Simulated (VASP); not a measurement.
Runs of VASP 6.6.1 on SiB6. The structure is that of space group P6/mmm (No. 191), or close to it. The cells are those of the table. 

```csv
task,cell,k mesh,cutoff (eV),gap on the mesh (eV),pressure (GPa),relaxed volume (Å³/atom),largest force (eV/Å)
single point,"a = 3.642, b = 3.642, c = 7.534 Å, angles 90.0, 90.0, 120.0°, 7 atoms",6 × 6 × 4,520,none,-0.1,-,-
relaxation of cell and atoms,"relaxed from a = 3.618, b = 3.618, c = 6.205 Å, angles 90.0, 90.0, 120.0°, 7 atoms",6 × 6 × 4,600,none,0.2,12.25,0.03
single point,"a = 3.618, b = 3.618, c = 6.205 Å, angles 90.0, 90.0, 120.0°, 7 atoms",6 × 6 × 4,520,none,8.2,-,4.52
relaxation of cell and atoms,"relaxed from a = 3.642, b = 3.642, c = 7.534 Å, angles 90.0, 90.0, 120.0°, 7 atoms",12 × 12 × 6,600,none,0.0,(a),-
relaxation of cell and atoms,"relaxed from a = 3.664, b = 3.664, c = 6.939 Å, angles 90.0, 90.0, 120.0°, 7 atoms",12 × 12 × 6,600,none,0.0,(b),-
single point,"a = 3.664, b = 3.664, c = 6.939 Å, angles 90.0, 90.0, 120.0°, 7 atoms",12 × 12 × 6,520,none,-0.2,-,-
```

Alike in all rows: level PBE; potentials or basis VASP PAW PBE potentials, release 64 (Si, B); no spin polarisation; smearing gaussian 0.1 eV.

Question: Estimate the missing entries.

Answer: (a) 11.49; (b) 11.51.

Caveats: the volume moved by over 15 % at a fixed basis, so the end points are rough (some runs); forces of over 1 eV/Å act on the atoms, so gaps and moduli don't describe the material at rest (some runs).

A gap of «none» marks levels without a gap at the run's occupations.
